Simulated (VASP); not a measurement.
Ga2As:

```
Ga As
1.0
     4.35120    0.00000    0.00000
    -2.17560    3.76825    0.00000
     0.00000    0.00000    4.23627
Ga As
2 1
Direct
  0.66667 0.33333 0.00000
  0.33333 0.66667 0.50000
  0.00000 0.00000 0.50000
```

The cell was generated, and may not be a known phase.

| Quantity | Value |
| --- | --- |
| Program | VASP 6.6.1 |
| Task | relaxation of cell and atoms |
| Functional | PBE |
| Potentials or basis | VASP PAW PBE potentials, release 64 (Ga_d, As) |
| Cutoff | 600 eV |
| k mesh | 12 × 12 × 12 |
| Occupations | gaussian, width 0.1 eV |
| Spin | no spin polarisation |

At the start: pressure -0.3 GPa; volume 23.15 Å³/atom.

Task: Where does the relaxation end?

Result: Over 7 steps the energy falls by 5.3 meV/atom and the volume is 22.30 Å³/atom (-3.7 %); space group P-6m2 (No. 187, to 0.1 Å) before and after.

Step by step:
```
step  energy change (eV)  largest force (eV/Å)  pressure (GPa)  volume (Å³)
   1              0.0000                0.0000           -0.29        69.46
   2             -0.0058                0.0000           -0.28        69.03
   3             -0.0123                0.0000           -0.38        68.35
   4             -0.0145                0.0000           -0.31        66.95
   5             -0.0154                0.0000           -0.44        67.45
   6             -0.0153                0.0000            0.40        66.25
   7             -0.0160                0.0000            0.00        66.89
```

Final structure:
```
Ga As
1.0
     4.37769    0.00000    0.00000
    -2.18884    3.79119    0.00000
     0.00000    0.00000    4.03038
Ga As
2 1
Cartesian
  2.1888 1.2637 0.0000
  0.0000 2.5275 2.0152
  0.0000 0.0000 2.0152
```
